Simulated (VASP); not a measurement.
# SiB26As27 (a cell with a defect) in VASP: electric field gradients with PBE

Aim: the electric field gradients of SiB26As27 (a cell with a defect) with PBE.

Program: VASP 6.6.1. These are calculated values, not measurements. Logs are shortened: lines on timing, memory, paths and dates and some standing lists are left out, and cuts for length are marked.

**1. The cell of the first run**

The cell holds a defect, 54 atoms: a = 10.134 Å, b = 10.134 Å, c = 10.134 Å, α = 60.00°, β = 60.00°, γ = 60.00°.

**2. Electric field gradients, PBE**

File INCAR:

```
ALGO = Normal
EDIFF = 1E-8
ENCUT = 520
GGA = PE
ISIF = 2
ISMEAR = -1
LASPH = T
LCHARG = F
LEFG = T
LREAL = Auto
LWAVE = F
NBANDS = 142
NELECT = 216.0
NELM = 100
PREC = Accurate
SIGMA = 0.01
```

File KPOINTS:

```
k-points
0
Gamma
  2 2 2
```

File POSCAR:

```
SiB26As27
1.0
    0.0000000000      7.1655000000      7.1655000000
    7.1655000000      0.0000000000      7.1655000000
    7.1655000000      7.1655000000      0.0000000000
Si B As
1 26 27
Direct
    0.0000000000      0.0000000000      0.0000000000
    0.0000000000      0.0000000000      0.3333333333
    0.0000000000      0.0000000000      0.6666666667
    0.0000000000      0.3333333333      0.0000000000
    0.0000000000      0.3333333333      0.3333333333
    0.0000000000      0.3333333333      0.6666666667
    0.0000000000      0.6666666667      0.0000000000
    0.0000000000      0.6666666667      0.3333333333
    0.0000000000      0.6666666667      0.6666666667
    0.3333333333      0.0000000000      0.0000000000
    0.3333333333      0.0000000000      0.3333333333
    0.3333333333      0.0000000000      0.6666666667
    0.3333333333      0.3333333333      0.0000000000
    0.3333333333      0.3333333333      0.3333333333
    0.3333333333      0.3333333333      0.6666666667
    0.3333333333      0.6666666667      0.0000000000
    0.3333333333      0.6666666667      0.3333333333
    0.3333333333      0.6666666667      0.6666666667
    0.6666666667      0.0000000000      0.0000000000
    0.6666666667      0.0000000000      0.3333333333
    0.6666666667      0.0000000000      0.6666666667
    0.6666666667      0.3333333333      0.0000000000
    0.6666666667      0.3333333333      0.3333333333
    0.6666666667      0.3333333333      0.6666666667
    0.6666666667      0.6666666667      0.0000000000
    0.6666666667      0.6666666667      0.3333333333
    0.6666666667      0.6666666667      0.6666666667
    0.0833333333      0.0833333333      0.0833333333
    0.0833333333      0.0833333333      0.4166666667
    0.0833333333      0.0833333333      0.7500000000
    0.0833333333      0.4166666667      0.0833333333
    0.0833333333      0.4166666667      0.4166666667
    0.0833333333      0.4166666667      0.7500000000
    0.0833333333      0.7500000000      0.0833333333
    0.0833333333      0.7500000000      0.4166666667
    0.0833333333      0.7500000000      0.7500000000
    0.4166666667      0.0833333333      0.0833333333
    0.4166666667      0.0833333333      0.4166666667
    0.4166666667      0.0833333333      0.7500000000
    0.4166666667      0.4166666667      0.0833333333
    0.4166666667      0.4166666667      0.4166666667
    0.4166666667      0.4166666667      0.7500000000
    0.4166666667      0.7500000000      0.0833333333
    0.4166666667      0.7500000000      0.4166666667
    0.4166666667      0.7500000000      0.7500000000
    0.7500000000      0.0833333333      0.0833333333
    0.7500000000      0.0833333333      0.4166666667
    0.7500000000      0.0833333333      0.7500000000
    0.7500000000      0.4166666667      0.0833333333
    0.7500000000      0.4166666667      0.4166666667
    0.7500000000      0.4166666667      0.7500000000
    0.7500000000      0.7500000000      0.0833333333
    0.7500000000      0.7500000000      0.4166666667
    0.7500000000      0.7500000000      0.7500000000
```

Potentials or basis: VASP PAW PBE potentials, release 64 (Si, B, As).

On the command line:

```sh
cat potpaw_PBE.64/Si/POTCAR potpaw_PBE.64/B/POTCAR potpaw_PBE.64/As/POTCAR > POTCAR
mpirun -np 1 vasp_std > vasp.out
```

OUTCAR:

```text
EDIFF = 1E-8
   ENCUT = 520
   GGA = PE
   ISIF = 2
   ISMEAR = -1
   LASPH = T
   LREAL = Auto
   NELECT = 216.0
   NELM = 100
   PREC = Accurate

 ion  position               nearest neighbor table
   1  0.000  0.000  0.000-  28 2.07  30 2.07  34 2.07  46 2.07
   2  0.000  0.000  0.333-  28 2.07  29 2.07  35 2.07  47 2.07
   3  0.000  0.000  0.667-  30 2.07  29 2.07  36 2.07  48 2.07
   4  0.000  0.333  0.000-  28 2.07  31 2.07  33 2.07  49 2.07
   5  0.000  0.333  0.333-  29 2.07  31 2.07  50 2.07  32 2.07
   6  0.000  0.333  0.667-  30 2.07  32 2.07  33 2.07  51 2.07
[... 46 lines left out ...]
  53  0.750  0.750  0.417-   8 2.07  20 2.07  26 2.07  27 2.07
  54  0.750  0.750  0.750-  27 2.07  21 2.07  25 2.07   9 2.07

  LATTYP: Found a face centered cubic cell.
 ALAT       =    14.3310000000

  Lattice vectors:

 A1 = (   0.0000000000,   7.1655000000,   7.1655000000)
 A2 = (   7.1655000000,   0.0000000000,   7.1655000000)
 A3 = (   7.1655000000,   7.1655000000,   0.0000000000)

Analysis of symmetry for initial positions (statically):
=====================================================================
 Subroutine PRICEL returns:
 Original cell was already a primitive cell.

 Routine SETGRP: Setting up the symmetry group for a
 face centered cubic supercell.

 Subroutine GETGRP returns: Found 24 space group operations
 (whereof 24 operations were pure point group operations)
 out of a pool of 48 trial point group operations.

The static configuration has the point symmetry T_d .

Analysis of symmetry for dynamics (positions and initial velocities):
=====================================================================
 Subroutine PRICEL returns:
 Original cell was already a primitive cell.

 Routine SETGRP: Setting up the symmetry group for a
 face centered cubic supercell.

 Subroutine GETGRP returns: Found 24 space group operations
 (whereof 24 operations were pure point group operations)
 out of a pool of 48 trial point group operations.

The dynamic configuration has the point symmetry T_d .

 Subroutine INISYM returns: Found 24 space group operations
 (whereof 24 operations are pure point group operations),
 and found     1 'primitive' translations

----------------------------------------------------------------------------------------

                                     Primitive cell

  volume of cell :     735.8165

  direct lattice vectors                    reciprocal lattice vectors
     0.000000000  7.165500000  7.165500000    -0.069778801  0.069778801  0.069778801
     7.165500000  0.000000000  7.165500000     0.069778801 -0.069778801  0.069778801
     7.165500000  7.165500000  0.000000000     0.069778801  0.069778801 -0.069778801

  length of vectors
    10.133547281 10.133547281 10.133547281     0.120860429  0.120860429  0.120860429

  position of ions in fractional coordinates (direct lattice)
     0.000000000  0.000000000  0.000000000
     0.000000000  0.000000000  0.333333333
     0.000000000  0.000000000  0.666666667
     0.000000000  0.333333333  0.000000000
     0.000000000  0.333333333  0.333333333
     0.000000000  0.333333333  0.666666667
[... 46 lines left out ...]
     0.750000000  0.750000000  0.416666667
     0.750000000  0.750000000  0.750000000

  ion indices of the primitive-cell ions
   primitive index   ion index
                 1           1
                 2           2
                 3           3
                 4           4
                 5           5
                 6           6
[... 46 lines left out ...]
                53          53
                54          54

----------------------------------------------------------------------------------------

 KPOINTS: k-points

Automatic generation of k-mesh.
[... 49 lines left out ...]
   NFREE  =      0    steps in history (QN), initial steepest desc. (CG)
   ISIF   =      2    stress and relaxation
   ISYM   =      2    0-nonsym 1-usesym 2-fastsym
   POTIM  = 0.5000    time-step for ionic-motion
   TEBEG  =    0.0;   TEEND  =   0.0 temperature during run
   PSTRESS=    0.0 pullay stress
   NELECT =     216.0000    total number of electrons
   NUPDOWN=      -1.0000    fix difference up-down
   EMIN   =  10.00;   EMAX   =-10.00  energy-range for DOS
   EFERMI =   0.00;   METHOD = LEGACY
   ISMEAR =    -1;   SIGMA  =   0.01  broadening in eV -4-tet -1-fermi 0-gaus
   EFERMI_NEDOS =   21; number of points for ismear=-14 and -15
   IALGO  =     38    algorithm
   IMIX   =      4    mixing-type and parameters
     AMIX     =   0.40;   BMIX     =  1.00
     AMIX_MAG =   1.60;   BMIX_MAG =  1.00
  volume/ion in A,a.u.               =      13.63        91.95
  Fermi-wavevector in a.u.,A,eV,Ry     =   1.088018  2.056057 16.106360  1.183784
  Thomas-Fermi vector in A             =   2.224191
   LORBIT       =      0    0 simple, 1 ext, 2 COOP (PROOUT), +10 PAW based schemes
   GGA     = PE    functional components
   LHFCALC =     F    Hartree Fock is set to
   AEXX    =    0.0000 exact exchange contribution
   IVDW    =     0    specifies the selected vdW correction
   LEPSILON=     F    determine dielectric tensor
   LRPA    =     F    only Hartree local field effects (RPA)
 non-spin polarized calculation
  energy-cutoff  :      520.00
  volume of cell :      735.82
 maximum number of plane-waves:     19902
 NGX is ok and might be reduce to    80
   NGX = 37   NGY = 37   NGZ = 37

 number of electron     215.9999998 magnetization

 Free energy of the ion-electron system (eV)
  ---------------------------------------------------
  ext. energy  EPLUGINS =         0.00000000
  ---------------------------------------------------
  free energy    TOTEN  =      -309.19556132 eV

  energy without entropy =     -309.19556132  energy(sigma->0) =     -309.19556132

 E-fermi :   6.5311     XC(G=0): -10.5932

 val. band max:        6.2699823849   @ k =   0.0000   0.0000   0.0000
 cond. band min:       7.3543290974   @ k =   0.0000   0.0000   0.0000
 fundamental gap:      1.0843467125
 Fermi energy:         6.5310918711

 k-point     1 :       0.0000    0.0000    0.0000
  band No.  band energies     occupation
      1      -9.4010      2.00000
      2      -8.2151      2.00000
      3      -7.5649      2.00000
      4      -7.5649      2.00000
      5      -7.5649      2.00000
      6      -7.3471      2.00000
[... 358 lines left out ...]
    119       9.3811      0.00000
    120       9.3857      0.00000
 [bands above 120 left out]

------------------------ aborting loop because EDIFF is reached ----------------------------------------

  FORCE on cell =-STRESS in cart. coord.  units (eV):
  Direction    XX          YY          ZZ          XY          YZ          ZX
  --------------------------------------------------------------------------------------
  -------------------------------------------------------------------------------------
  Total       22.1467856     22.1467856     22.1467856     -0.0000000     -0.0000000      0.0000000
  in kB       48.2227294     48.2227294     48.2227294     -0.0000000     -0.0000000      0.0000000
  external PRESSURE =      48.2227294 kB  Pullay stress =       0.0000000 kB

 VOLUME and BASIS-vectors are now :
 -----------------------------------------------------------------------------
  energy-cutoff  :      520.00
  volume of cell :      735.82
      direct lattice vectors                 reciprocal lattice vectors
     0.000000000  7.165500000  7.165500000    -0.069778801  0.069778801  0.069778801
     7.165500000  0.000000000  7.165500000     0.069778801 -0.069778801  0.069778801
     7.165500000  7.165500000  0.000000000     0.069778801  0.069778801 -0.069778801

 POSITION                                       TOTAL-FORCE (eV/Angst)
 -----------------------------------------------------------------------------------
      0.00000      0.00000      0.00000         0.000000     -0.000000      0.000000
      2.38850      2.38850      0.00000         0.095183      0.095183     -0.262070
      4.77700      4.77700      0.00000        -0.095183     -0.095183     -0.262070
      2.38850      0.00000      2.38850         0.095183     -0.262070      0.095183
      4.77700      2.38850      2.38850         0.034048     -0.034048     -0.034048
      7.16550      4.77700      2.38850         0.262070     -0.095183      0.095183
[... 46 lines left out ...]
      8.35975      8.35975     10.74825        -0.043618     -0.043618     -0.104770
     10.74825     10.74825     10.74825         0.000000     -0.000000      0.000000
 -----------------------------------------------------------------------------------
    total drift:                                0.000002      0.000002      0.000002

  FREE ENERGIE OF THE ION-ELECTRON SYSTEM (eV)
  ---------------------------------------------------
  free  energy   TOTEN  =      -309.1955613174 eV

  energy  without entropy=     -309.1955613174  energy(sigma->0) =     -309.19556132

 Electric field gradients (V/A^2)
---------------------------------------------------------------------
 ion       V_xx      V_yy      V_zz      V_xy      V_xz      V_yz
---------------------------------------------------------------------
   1       0.000     0.000    -0.000     0.000     0.000     0.000
   2       0.033     0.033    -0.066     1.916    -1.532    -1.532
   3       0.033     0.033    -0.066     1.916     1.532     1.532
   4       0.033    -0.066     0.033    -1.532     1.916    -1.532
   5      -0.000     0.000     0.000     0.234     0.234    -0.234
   6      -0.066     0.033     0.033    -1.532     1.532    -1.916
[... 46 lines left out ...]
  53      -0.196    -0.196     0.392    -7.616    -1.317    -1.317
  54      -0.000    -0.000     0.000    -0.000    -0.000    -0.000
---------------------------------------------------------------------

 Electric field gradients after diagonalization (V/A^2)
 (convention: |V_zz| > |V_xx| > |V_yy|)
----------------------------------------------------------------------
 ion       V_xx      V_yy      V_zz     asymmetry (V_yy - V_xx)/ V_zz
----------------------------------------------------------------------
   1      -0.000    -0.000     0.000       0.000
   2      -1.883    -1.448     3.330       0.131
   3      -1.883    -1.448     3.330       0.131
   4      -1.883    -1.448     3.330       0.131
   5       0.234     0.234    -0.468       0.000
   6      -1.883    -1.448     3.330       0.131
[... 46 lines left out ...]
  53       7.420     0.795    -8.215       0.806
  54       0.000     0.000    -0.001       0.000
----------------------------------------------------------------------

           NMR quadrupolar parameters

 Cq : quadrupolar parameter    Cq=e*Q*V_zz/h
 eta: asymmetry parameters     (V_yy - V_xx)/ V_zz
 Q  : nuclear electric quadrupole moment in mb (millibarn)
----------------------------------------------------------------------
 ion       Cq(MHz)       eta       Q (mb)
----------------------------------------------------------------------
   1       0.000       0.000       1.000
   2       0.008       0.131       1.000
   3       0.008       0.131       1.000
   4       0.008       0.131       1.000
   5      -0.001       0.000       1.000
   6       0.008       0.131       1.000
[... 46 lines left out ...]
  53      -0.020       0.806       1.000
  54      -0.000       0.000       1.000
----------------------------------------------------------------------
```

It took 27 min on 1 thread of AMD EPYC 7R13, shared host; peak memory 1 GiB.

Results:

| Quantity | Value |
| --- | --- |
| Free energy | -309.1956 eV |
| Largest force | 5.611 eV/Å |
| Largest electric field gradient by atom | Si -0.0; B +3.3, -0.5, -0.6, -0.4 (each value once); As -38.1, +13.0, -8.2, +0.4, -0.0 (each value once) V/Å² |

Forces on the atoms (eV/Å):
```
Si   0.000  0.000  0.000
B    0.095  0.095 -0.262
B   -0.095 -0.095 -0.262
B    0.095 -0.262  0.095
B    0.034 -0.034 -0.034
B    0.262 -0.095  0.095
B   -0.095 -0.262 -0.095
B    0.262  0.095 -0.095
B    0.054 -0.054 -0.054
B   -0.262  0.095  0.095
B   -0.034  0.034 -0.034
B   -0.095  0.262  0.095
B   -0.034 -0.034  0.034
B    0.034  0.034  0.034
B    0.000  0.000  0.002
B   -0.095  0.095  0.262
B    0.000  0.002  0.000
B   -0.002  0.000  0.000
B   -0.262 -0.095 -0.095
B    0.095  0.262 -0.095
B   -0.054  0.054 -0.054
B    0.095 -0.095  0.262
B    0.002  0.000  0.000
B    0.000 -0.002  0.000
B   -0.054 -0.054  0.054
B    0.000  0.000 -0.002
B    0.054  0.054  0.054
As   3.239  3.239  3.239
As   0.000  0.000  0.190
As  -3.239 -3.239  3.239
As   0.000  0.190  0.000
As  -0.190  0.000  0.000
As  -0.044  0.044  0.105
As  -3.239  3.239 -3.239
As  -0.044  0.105  0.044
As  -0.105  0.044  0.044
As   0.190  0.000  0.000
As   0.000 -0.190  0.000
As   0.044 -0.044  0.105
As   0.000  0.000 -0.190
As  -0.001 -0.001 -0.001
As   0.001  0.001 -0.001
As   0.044  0.105 -0.044
As   0.001 -0.001  0.001
As  -0.105 -0.044 -0.044
As   3.239 -3.239 -3.239
As   0.105 -0.044  0.044
As   0.044 -0.105  0.044
As   0.105  0.044 -0.044
As  -0.001  0.001  0.001
As  -0.044 -0.105 -0.044
As   0.044  0.044 -0.105
As  -0.044 -0.044 -0.105
As   0.000  0.000  0.000
```

Levels at points of the mesh, in eV from the Fermi level:
| k point | band 104 | band 105 | band 106 | band 107 | band 108 | band 109 | band 110 | band 111 | band 112 | band 113 |
| --- | --- | --- | --- | --- | --- | --- | --- | --- | --- | --- |
| (0.00, 0.00, 0.00) | -1.70 | -1.70 | -0.26 | -0.26 | -0.26 | 0.82 | 0.82 | 0.82 | 0.90 | 0.90 |
| (0.50, 0.00, 0.00) | -2.06 | -1.00 | -1.00 | -0.88 | -0.88 | 1.20 | 1.20 | 1.35 | 1.62 | 1.65 |
| (0.50, 0.50, 0.00) | -1.95 | -1.15 | -1.15 | -1.15 | -1.11 | 0.98 | 1.05 | 1.79 | 1.99 | 2.45 |

Electric field gradients, principal values (V/Å²):
```tsv
atom	least	middle	greatest (by size)
1 Si	0.000	0.000	0.000
2 B	-1.448	-1.883	3.330
3 B	-1.448	-1.883	3.330
4 B	-1.448	-1.883	3.330
5 B	0.234	0.234	-0.468
6 B	-1.448	-1.883	3.330
7 B	-1.448	-1.883	3.330
8 B	-1.448	-1.883	3.330
9 B	0.282	0.282	-0.564
10 B	-1.448	-1.883	3.330
11 B	0.234	0.234	-0.468
12 B	-1.448	-1.883	3.330
13 B	0.234	0.234	-0.468
14 B	0.234	0.234	-0.468
15 B	0.000	-0.374	0.374
16 B	-1.448	-1.883	3.330
17 B	0.000	-0.374	0.374
18 B	0.000	-0.374	0.374
19 B	-1.448	-1.883	3.330
20 B	-1.448	-1.883	3.330
21 B	0.282	0.282	-0.564
22 B	-1.448	-1.883	3.330
23 B	0.000	-0.374	0.374
24 B	0.000	-0.374	0.374
25 B	0.282	0.282	-0.564
26 B	0.000	-0.374	0.374
27 B	0.282	0.282	-0.564
28 As	19.066	19.066	-38.132
29 As	-2.282	-10.715	12.997
30 As	19.065	19.066	-38.131
31 As	-2.282	-10.715	12.997
32 As	-2.282	-10.715	12.997
33 As	0.795	7.419	-8.214
34 As	19.065	19.066	-38.131
35 As	0.795	7.419	-8.214
36 As	0.795	7.420	-8.214
37 As	-2.282	-10.715	12.997
38 As	-2.282	-10.715	12.997
39 As	0.795	7.419	-8.214
40 As	-2.282	-10.715	12.997
41 As	-0.179	-0.179	0.359
42 As	-0.180	-0.180	0.360
43 As	0.795	7.419	-8.214
44 As	-0.180	-0.180	0.360
45 As	0.795	7.420	-8.215
46 As	19.065	19.066	-38.131
47 As	0.795	7.419	-8.214
48 As	0.795	7.420	-8.214
49 As	0.795	7.419	-8.214
50 As	-0.180	-0.180	0.360
51 As	0.795	7.420	-8.215
52 As	0.795	7.420	-8.214
53 As	0.795	7.420	-8.215
54 As	0.000	0.000	-0.001
```

Caveat: the cell carries a net charge on a neutralising background, which shifts energy and pressure; the cell is charged against a uniform background, so pressure and absolute levels hang on convention; without QUAD_EFG the Cq values of the log hold for a quadrupole moment of 1 mb, not for the nuclei.
